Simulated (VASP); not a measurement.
# Hg (R-3m) in VASP: notebook

The runs below take Hg through single point, with LDA.

Everything below comes from runs of VASP 6.6.1. Logs are shortened: lines on timing, memory, paths and dates and some standing lists are left out, and cuts for length are marked.

### Step 1. The cell of the first run

The structure is trigonal, space group R-3m (No. 166). Conventional cell: a = 3.493 Å, b = 3.493 Å, c = 6.444 Å, α = 90.00°, β = 90.00°, γ = 120.00°. Hg (site symmetry -3m) has 12 Hg at 2.95 to 3.49 Å within 3.9 Å.

### Step 2. Single point, LDA

Contents of INCAR:

```
PREC     = Accurate       # precision mode
ENCUT    = 520            # plane-wave cutoff, eV
EDIFF    = 1E-6           # SCF threshold, eV
ISMEAR   = 1              # smearing method
SIGMA    = 1.0            # smearing width, eV
LREAL    = False          # projectors in reciprocal space
LASPH    = True           # aspherical terms in the spheres
NELM     = 100            # most SCF steps
ALGO     = Normal         # electronic algorithm
ISIF     = 2              # what is computed and relaxed
LWAVE    = False          # write WAVECAR
LCHARG   = True           # write CHGCAR
LELF     = True           # ELF
LVHAR    = True         
NBANDS   = 12             # bands
```

Contents of KPOINTS:

```
regular mesh
0
Gamma
  11 11 11
```

Contents of POSCAR:

```
Hg
1.0
    1.7463233735      1.0082402698      2.1478810803
   -1.7463233735      1.0082402698      2.1478810803
    0.0000000000     -2.0164805396      2.1478810803
Hg
1
Direct
    0.0000000000      1.0000000000      0.0000000000
```

Potentials or basis: VASP PAW LDA potentials, release 64 (Hg).

Run with:

```sh
$ cat potpaw_LDA.64/Hg/POTCAR > POTCAR
$ mpirun -np 1 vasp_std > vasp.out
```

OUTCAR:

```text
PREC = Accurate
   ENCUT = 520
   EDIFF = 1E-6
   ISMEAR = 1
   LREAL = False
   LASPH = True
   NELM = 100
   ISIF = 2

 ion  position               nearest neighbor table
   1  0.000  0.000  0.000-

  LATTYP: Found a trigonal (rhomboedric) cell.
 ALAT       =     2.9461138643
 COS(alpha) =     0.2972833017

  Lattice vectors:

 A1 = (   1.7463233735,   1.0082402698,   2.1478810803)
 A2 = (  -1.7463233735,   1.0082402698,   2.1478810803)
 A3 = (   0.0000000000,  -2.0164805396,   2.1478810803)

Analysis of symmetry for initial positions (statically):
=====================================================================
 Subroutine PRICEL returns:
 Original cell was already a primitive cell.

 Routine SETGRP: Setting up the symmetry group for a
 trigonal (rhombohedral) supercell.

 Subroutine GETGRP returns: Found 12 space group operations
 (whereof 12 operations were pure point group operations)
 out of a pool of 12 trial point group operations.

The static configuration has the point symmetry D_3d.

Analysis of symmetry for dynamics (positions and initial velocities):
=====================================================================
 Subroutine PRICEL returns:
 Original cell was already a primitive cell.

 Routine SETGRP: Setting up the symmetry group for a
 trigonal (rhombohedral) supercell.

 Subroutine GETGRP returns: Found 12 space group operations
 (whereof 12 operations were pure point group operations)
 out of a pool of 12 trial point group operations.

The dynamic configuration has the point symmetry D_3d.

 Subroutine INISYM returns: Found 12 space group operations
 (whereof 12 operations are pure point group operations),
 and found     1 'primitive' translations

----------------------------------------------------------------------------------------

                                     Primitive cell

  volume of cell :      22.6908

  direct lattice vectors                    reciprocal lattice vectors
     1.746323374  1.008240270  2.147881080     0.286315815  0.165304513  0.155191708
    -1.746323374  1.008240270  2.147881080    -0.286315815  0.165304513  0.155191708
     0.000000000 -2.016480540  2.147881080     0.000000000 -0.330609026  0.155191708

  length of vectors
     2.946113864  2.946113864  2.946113864     0.365221569  0.365221569  0.365221569

  position of ions in fractional coordinates (direct lattice)
     0.000000000  0.000000000  0.000000000

  ion indices of the primitive-cell ions
   primitive index   ion index
                 1           1

----------------------------------------------------------------------------------------

 KPOINTS: regular mesh

Automatic generation of k-mesh.
 Grid dimensions read from file:
 generate k-points for:   11   11   11

 Generating k-lattice:

  Cartesian coordinates                     Fractional coordinates (reciprocal lattice)
     0.026028710  0.015027683  0.014108337     0.090909091  0.000000000  0.000000000
    -0.026028710  0.015027683  0.014108337     0.000000000  0.090909091  0.000000000
     0.000000000 -0.030055366  0.014108337     0.000000000  0.000000000  0.090909091

  Length of vectors
     0.033201961  0.033201961  0.033201961

  Shift w.r.t. Gamma in fractional coordinates (k-lattice)
     0.000000000  0.000000000  0.000000000

 Subroutine IBZKPT returns following result:
 ===========================================

 Found    146 irreducible k-points:

 Following reciprocal coordinates:
            Coordinates               Weight
  0.000000  0.000000  0.000000      1.000000
  0.090909  0.000000 -0.000000      6.000000
  0.181818 -0.000000 -0.000000      6.000000
  0.272727  0.000000 -0.000000      6.000000
  0.363636 -0.000000 -0.000000      6.000000
  0.454545  0.000000 -0.000000      6.000000
[... 16 lines left out ...]
 -0.272727  0.181818  0.000000     12.000000
 -0.181818  0.181818  0.000000      6.000000
 [... further k-points ...]
   k-points           NKPTS =    146   k-points in BZ     NKDIM =    146   number of bands    NBANDS=     12
   number of dos      NEDOS =    301   number of ions     NIONS =      1
   total plane-waves  NPLWV =  13824
   dimension x,y,z NGX =    24 NGY =   24 NGZ =   24
   dimension x,y,z NGXF=    48 NGYF=   48 NGZF=   48
   ions per type =               1
   NGX,Y,Z   is equivalent  to a cutoff of  13.54, 13.54, 13.54 a.u.
   NGXF,Y,Z  is equivalent  to a cutoff of  27.09, 27.09, 27.09 a.u.
 SYSTEM =  unknown system
   PREC   = accura    normal or accurate (medium, high low for compatibility)
   ISTART =      0    job   : 0-new  1-cont  2-samecut
   ICHARG =      2    charge: 1-file 2-atom 10-const
   ISPIN  =      1    spin polarized calculation?
   LNONCOLLINEAR =      F non collinear calculations
   LSORBIT =      F    spin-orbit coupling
   LASPH  =      T    aspherical Exc in radial PAW
   ENCUT  =  520.0 eV  38.22 Ry    6.18 a.u.   5.48  5.48  5.48*2*pi/ulx,y,z
   NELM   =    100;   NELMIN=  2; NELMDL= -5     # of ELM steps
   EDIFF  = 0.1E-05   stopping-criterion for ELM
   LREAL  =      F    real-space projection
   EDIFFG = 0.1E-04   stopping-criterion for IOM
   NSW    =      0    number of steps for IOM
   IBRION =     -1    ionic relax: 0-MD 1-quasi-New 2-CG
   NFREE  =      0    steps in history (QN), initial steepest desc. (CG)
   ISIF   =      2    stress and relaxation
   ISYM   =      2    0-nonsym 1-usesym 2-fastsym
   POTIM  = 0.5000    time-step for ionic-motion
   TEBEG  =    0.0;   TEEND  =   0.0 temperature during run
   PSTRESS=    0.0 pullay stress
   NELECT =      12.0000    total number of electrons
   NUPDOWN=      -1.0000    fix difference up-down
   EMIN   =  10.00;   EMAX   =-10.00  energy-range for DOS
   EFERMI =   0.00;   METHOD = LEGACY
   ISMEAR =     1;   SIGMA  =   1.00  broadening in eV -4-tet -1-fermi 0-gaus
   EFERMI_NEDOS =   21; number of points for ismear=-14 and -15
   IALGO  =     38    algorithm
   IMIX   =      4    mixing-type and parameters
     AMIX     =   0.40;   BMIX     =  1.00
     AMIX_MAG =   1.60;   BMIX_MAG =  1.00
  volume/ion in A,a.u.               =      22.69       153.13
  Fermi-wavevector in a.u.,A,eV,Ry     =   1.323890  2.501789 23.846718  1.752684
  Thomas-Fermi vector in A             =   2.453465
   LORBIT       =      0    0 simple, 1 ext, 2 COOP (PROOUT), +10 PAW based schemes
   GGA     = CA    functional components
   LHFCALC =     F    Hartree Fock is set to
   AEXX    =    0.0000 exact exchange contribution
   IVDW    =     0    specifies the selected vdW correction
   LEPSILON=     F    determine dielectric tensor
   LRPA    =     F    only Hartree local field effects (RPA)
 non-spin polarized calculation
 Methfessel and Paxton  Order N= 1 SIGMA  =   1.00
  energy-cutoff  :      520.00
  volume of cell :       22.69
 maximum number of plane-waves:       631
 NGX is ok and might be reduce to    24
   NGX = 11   NGY = 11   NGZ = 11

 number of electron      12.0000003 magnetization

 Free energy of the ion-electron system (eV)
  ---------------------------------------------------
  ext. energy  EPLUGINS =         0.00000000
  ---------------------------------------------------
  free energy    TOTEN  =        -0.96341232 eV

  energy without entropy =       -0.97359335  energy(sigma->0) =       -0.96680600

 E-fermi :   2.9345     XC(G=0): -11.3635

 val. band max:        2.9316912257   @ k =  -0.4545   0.2727   0.0000
 cond. band min:       2.9582121760   @ k =  -0.4545   0.4545   0.0000
 fundamental gap:      0.0265209503
 Fermi energy:         2.9344959935

 k-point     1 :       0.0000    0.0000    0.0000
  band No.  band energies     occupation
      1      -6.6760      2.00000
      2      -5.1400      2.00000
      3      -5.1400      2.00000
      4      -3.4586      2.00000
      5      -3.3441      2.00000
      6      -3.3441      2.00000
      7      14.9030     -0.00000
      8      15.3183     -0.00000
      9      15.3183     -0.00000
     10      19.9558     -0.00000
     11      21.2915     -0.00000
     12      21.2915     -0.00000

 k-point     2 :       0.0909    0.0000   -0.0000
  band No.  band energies     occupation
      1      -6.4903      2.00000
      2      -5.1270      2.00000
      3      -5.0662      2.00000
      4      -3.4636      2.00000
      5      -3.3783      2.00000
      6      -3.3540      2.00000
      7      13.4751     -0.00000
      8      15.1246     -0.00000
      9      15.4681     -0.00000
     10      20.5314     -0.00000
     11      21.1547     -0.00000
     12      22.4270     -0.00000

 k-point     3 :       0.1818   -0.0000   -0.0000
  band No.  band energies     occupation
      1      -6.0470      2.00000
      2      -5.1007      2.00000
      3      -4.7593      2.00000
      4      -3.4582      2.00000
      5      -3.4561      2.00000
      6      -3.3738      2.00000
      7      10.4813     -0.00000
      8      15.4254     -0.00000
      9      15.8027     -0.00000
     10      20.8313     -0.00000
     11      20.8773     -0.00000
     12      23.0095      0.00000

 k-point     4 :       0.2727    0.0000   -0.0000
  band No.  band energies     occupation
      1      -5.7180      2.00000
      2      -5.0888      2.00000
      3      -3.9087      2.00000
      4      -3.5246      2.00000
      5      -3.4393      2.00000
      6      -3.3525      2.00000
      7       7.4224     -0.00000
      8      15.6369     -0.00000
      9      16.0215     -0.00000
     10      20.8480     -0.00000
     11      21.1168     -0.00000
     12      22.2052     -0.00000

 k-point     5 :       0.3636   -0.0000   -0.0000
  band No.  band energies     occupation
      1      -5.6285      2.00000
      2      -5.1031      2.00000
      3      -3.5514      2.00000
      4      -3.4570      2.00000
      5      -3.2485      2.00000
      6      -2.4186      2.00000
      7       4.5250     -0.04701
      8      15.6049     -0.00000
      9      15.9521     -0.00000
     10      20.9515     -0.00000
     11      21.2708     -0.00000
     12      21.7706     -0.00000
[... 228 lines left out ...]
      1      -5.3655      2.00000
      2      -4.7940      2.00000
      3      -3.9705      2.00000
      4      -3.4998      2.00000
      5      -3.2526      2.00000
      6       0.8394      2.01162
      7       1.9318      2.05082
      8      11.3980     -0.00000
      9      15.6783     -0.00000
     10      19.6342     -0.00000
     11      21.1894     -0.00000
     12      22.4226     -0.00000

 k-point    22 :      -0.3636    0.1818    0.0000
  band No.  band energies     occupation
      1      -5.3252      2.00000
      2      -4.8041      2.00000
      3      -3.9081      2.00000
      4      -3.5233      2.00000
      5      -3.3382      2.00000
      6      -1.0143      2.00000
      7       4.1755     -0.07084
      8      10.5466     -0.00000
      9      16.5946     -0.00000
     10      19.6318     -0.00000
     11      21.4389     -0.00000
     12      22.8283     -0.00000

 k-point    23 :      -0.2727    0.1818    0.0000
  band No.  band energies     occupation
      1      -5.3025      2.00000
      2      -4.7864      2.00000
      3      -4.0987      2.00000
      4      -3.5264      2.00000
      5      -3.4706      2.00000
      6      -2.4116      2.00000
      7       6.8301     -0.00000
      8      10.0796     -0.00000
      9      17.5877     -0.00000
     10      19.7347     -0.00000
     11      20.2810     -0.00000
     12      22.7844     -0.00000

 k-point    24 :      -0.1818    0.1818    0.0000
  band No.  band energies     occupation
      1      -5.4055      2.00000
      2      -4.8279      2.00000
      3      -4.6265      2.00000
      4      -3.5069      2.00000
      5      -3.4994      2.00000
      6      -3.0172      2.00000
      7       9.2688     -0.00000
      8      10.3984     -0.00000
      9      17.4519     -0.00000
     10      19.4757     -0.00000
     11      21.2413     -0.00000
     12      22.8163     -0.00000

 [... further k-points ...]

------------------------ aborting loop because EDIFF is reached ----------------------------------------

  FORCE on cell =-STRESS in cart. coord.  units (eV):
  Direction    XX          YY          ZZ          XY          YZ          ZX
  --------------------------------------------------------------------------------------
  -------------------------------------------------------------------------------------
  Total        0.0847093      0.0847093      0.0941428      0.0000000      0.0000000      0.0000000
  in kB        5.9812414      5.9812414      6.6473367      0.0000000      0.0000000      0.0000000
  external PRESSURE =       6.2032732 kB  Pullay stress =       0.0000000 kB

 VOLUME and BASIS-vectors are now :
 -----------------------------------------------------------------------------
  energy-cutoff  :      520.00
  volume of cell :       22.69
      direct lattice vectors                 reciprocal lattice vectors
     1.746323374  1.008240270  2.147881080     0.286315815  0.165304513  0.155191708
    -1.746323374  1.008240270  2.147881080    -0.286315815  0.165304513  0.155191708
     0.000000000 -2.016480540  2.147881080     0.000000000 -0.330609026  0.155191708

 POSITION                                       TOTAL-FORCE (eV/Angst)
 -----------------------------------------------------------------------------------
      0.00000      0.00000      0.00000        -0.000000      0.000000      0.000000
 -----------------------------------------------------------------------------------
    total drift:                                0.000000     -0.000000      0.000000

  FREE ENERGIE OF THE ION-ELECTRON SYSTEM (eV)
  ---------------------------------------------------
  free  energy   TOTEN  =        -0.9634123190 eV

  energy  without entropy=       -0.9735933471  energy(sigma->0) =       -0.96680600
```

Run time: 27 s. Hardware: 1 thread of Intel Xeon 8259CL, shared host; peak memory 0.16 GiB.

What came out:

```yaml
Free_energy: -0.9634 eV
Pressure: 0.6 GPa
Band_gap_on_the_k_mesh: zero (bands 6 and 7 overlap by 2.76 eV)
```

Levels at points of the mesh, in eV from the Fermi level:
| k point | band 3 | band 4 | band 5 | band 6 | band 7 | band 8 | band 9 | band 10 |
| --- | --- | --- | --- | --- | --- | --- | --- | --- |
| (0.00, 0.00, 0.00) | -8.07 | -6.39 | -6.28 | -6.28 | 11.97 | 12.38 | 12.38 | 17.02 |

Caveat: so wide a smearing shifts energies and pressures; spin-orbit coupling is left out, which moves the levels of the heavy elements.

### Step 3. Single point, LDA

Contents of INCAR:

```
PREC = Accurate
ENCUT = 550
EDIFF = 1E-6
ISMEAR = 0
SIGMA = 0.03
LREAL = False
LASPH = True
NELM = 120
ALGO = Normal
ISIF = 2
LWAVE = False
LCHARG = False
NBANDS = 16
GGA_COMPAT = False
```

KPOINTS is that of step 2.

POSCAR is that of step 2.

Potentials or basis: VASP PAW LDA potentials, release 64 (Hg_sv_GW).

Run with:

```sh
$ cat potpaw_LDA.64/Hg_sv_GW/POTCAR > POTCAR
$ mpirun -np 1 vasp_std > vasp.out
```

Wall time 12 s (1 thread of Intel Xeon 6975P-C (Granite Rapids), shared host); peak memory 0.19 GiB.

Results (log left out):

```
Free energy            : -0.9823 eV
Pressure               : 0.2 GPa
Band gap on the k mesh : zero (bands 10 and 11 overlap by 2.74 eV)
```

Stress tensor (GPa, compression positive):
```
-0.01  0.00  0.00
 0.00 -0.01  0.00
 0.00  0.00  0.49
```

Levels at points of the mesh, in eV from the Fermi level:
```csv
k point,band 7,band 8,band 9,band 10,band 11,band 12,band 13,band 14
"(0.00, 0.00, 0.00)",-7.88,-6.20,-6.09,-6.09,11.68,12.33,12.33,17.19
```

Caveat: spin-orbit coupling is left out, which moves the levels of the heavy elements.

The gap in the log of VASP goes by the Fermi energy; the results here count the filled bands.